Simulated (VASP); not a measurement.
Set up this calculation in VASP 6.6.1, as the native input.

```yaml
Task: single point
Functional: PBE
Potentials_or_basis: VASP PAW PBE potentials, release 64 (Bi_d, Te)
Cutoff: 520 eV
k_mesh: 6 × 6 × 6
Occupations: fermi-dirac, width 0.1 eV
Spin: no spin polarisation
Dipole_correction: no
Further_INCAR_settings: ALGO = Normal; EDIFF = 1e-06; NBANDS = 32
```

The structure of Bi2Te3 lies in POSCAR:

```
Bi2Te3
1.0
    2.2158372632      1.2793141707      9.9797126481
   -2.2158372632      1.2793141707      9.9797126481
    0.0000000000     -2.5586283413      9.9797126481
Bi Te
2 3
Direct
    0.1880000000      0.1880000000      0.1880000000
    0.5980000000      0.5980000000      0.5980000000
    0.3890000000      0.3890000000      0.3890000000
    0.8000000000      0.8000000000      0.8000000000
    0.0000000000      0.0000000000      0.0000000000
```

One way to write it, as run:

INCAR

```
SYSTEM = Bi2Te3
PREC     = Accurate       ! precision mode
ENCUT    = 520            ! plane-wave cutoff, eV
EDIFF    = 1E-6           ! SCF threshold, eV
ISMEAR   = -1             ! smearing method
SIGMA    = 0.1            ! smearing width, eV
LREAL    = .FALSE.        ! projectors in reciprocal space
LASPH    = .TRUE.         ! aspherical terms in the spheres
NELM     = 60             ! most SCF steps
ALGO     = Normal         ! electronic algorithm
ISIF     = 2              ! what is computed and relaxed
LWAVE    = .FALSE.        ! write WAVECAR
LCHARG   = .FALSE.        ! write CHGCAR
GGA      = PE             ! functional
NBANDS   = 32             ! bands
```

KPOINTS

```
Automatic mesh
0
G
  6 6 6
  0 0 0
```

Potentials or basis: VASP PAW PBE potentials, release 64 (Bi_d, Te).

The run is started by

```sh
$ cat potpaw_PBE.64/Bi_d/POTCAR potpaw_PBE.64/Te/POTCAR > POTCAR
$ mpirun -np 1 vasp_std > vasp.out
```

It gave:

```yaml
Pressure: 1.2 GPa
Largest_force: 1.193 eV/Å
Band_gap_on_the_k_mesh: zero (bands 24 and 25 overlap by 0.09 eV)
```

Caveat: spin-orbit coupling is left out, which moves the levels of the heavy elements; forces of over 1 eV/Å act on the atoms, so gaps and moduli don't describe the material at rest.

Run time: 8.4 min on 1 thread of Intel(R) Xeon(R) 6975P-C (Granite Rapids), with other jobs on the host, peak memory 0.94 GiB.
